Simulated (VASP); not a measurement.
ScAl3N3, 7 atoms in the cell. The typed cell holds 7 atoms: a = 5.251 Å, b = 5.251 Å, c = 3.756 Å, α = 90.00°, β = 90.00°, γ = 120.00°. 

```yaml
Program: VASP 6.6.1
Task: single point
Functional: PBE
Potentials_or_basis: VASP PAW PBE potentials, release 64 (Sc_sv, Al, N)
Cutoff: 600 eV
k_mesh: 4 × 4 × 3
Occupations: gaussian, width 0.2 eV
Spin: no spin polarisation
Dipole_correction: no
Further_INCAR_settings: ALGO = Normal; EDIFF = 1e-06; NBANDS = 26
```

Potentials or basis: VASP PAW PBE potentials, release 64 (Sc_sv, Al, N).

Launch:

```sh
$ cat potpaw_PBE.64/Sc_sv/POTCAR potpaw_PBE.64/Al/POTCAR potpaw_PBE.64/N/POTCAR > POTCAR
$ mpirun -np 1 vasp_std > vasp.out
```

Hardware: 1 thread of Intel(R) Xeon(R) Platinum 8259CL CPU @ 2.50GHz (Skylake/Cascade Lake) (shared host).

**Question.** Estimate the wall time of this run.

**Answer.** It took 62 s on 1 thread of Intel(R) Xeon(R) Platinum 8259CL CPU @ 2.50GHz (Skylake/Cascade Lake), with other jobs on the host, peak memory 0.23 GiB. Counts: scf iterations 32, k points 8.
